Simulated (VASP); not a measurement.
**LaAgS2: single point with r2SCAN+rVV10**

The system is LaAgS2.

```
CELL_PARAMETERS angstrom
-2.84330 2.84330 5.90573
2.84330 -2.84330 5.90573
2.84330 2.84330 -5.90573
ATOMIC_POSITIONS crystal
Ag 0.75000 0.25000 0.50000
Ag 0.00000 0.00000 0.00000
S 0.49403 0.99403 0.50000
S 0.74403 0.74403 0.00000
S 0.00597 0.50597 0.50000
S 0.25597 0.25597 0.00000
La 0.25000 0.75000 0.50000
La 0.50000 0.50000 0.00000
```

```json
{
 "Program": "VASP 6.6.1",
 "Task": "single point",
 "Functional": "r2SCAN",
 "Dispersion": "rVV10",
 "Potentials or basis": "VASP PAW PBE potentials, release 64 (Ag, S, La)",
 "Cutoff": "520 eV",
 "k mesh": "6 × 6 × 6",
 "Occupations": "fermi-dirac, width 0.03 eV",
 "Spin": "no spin polarisation"
}
```

- Pressure: 0.0 GPa
- Largest force: 0.008 eV/Å
- Band gap on the k mesh: 1.33 eV (least direct gap 2.44 eV)

Forces on the atoms (eV/Å):
```
Ag   0.000  0.000  0.000
Ag   0.000  0.000  0.000
S    0.000  0.000 -0.008
S    0.000  0.000 -0.008
S    0.000  0.000  0.008
S    0.000  0.000  0.008
La   0.000  0.000  0.000
La   0.000  0.000  0.000
```

Levels at points of the mesh, in eV from the valence-band top:
```tsv
k point	band 31	band 32	band 33	band 34	band 35	band 36	band 37	band 38
(0.00, 0.00, 0.00)	-1.95	-1.72	-1.71	-1.71	1.33	1.63	1.93	1.93
(0.50, 0.00, 0.00)	-1.88	-1.62	-0.87	-0.80	1.64	2.74	2.75	2.76
(0.50, 0.50, 0.00)	-1.66	-1.66	0.00	0.00	2.61	2.61	2.71	2.71
(0.50, 0.50, 0.50)	-2.06	-2.06	-1.75	-1.75	1.34	1.34	1.84	1.84
```

Wall time 34 min on 1 thread of Intel(R) Xeon(R) Platinum 8488C (Sapphire Rapids), with other jobs on the host, peak memory 1.1 GiB.

Caveat: the PAW data sets were made with another functional, which shifts forces and pressure a little; spin-orbit coupling is left out, which moves the levels of the heavy elements. A k mesh can miss the band edges.
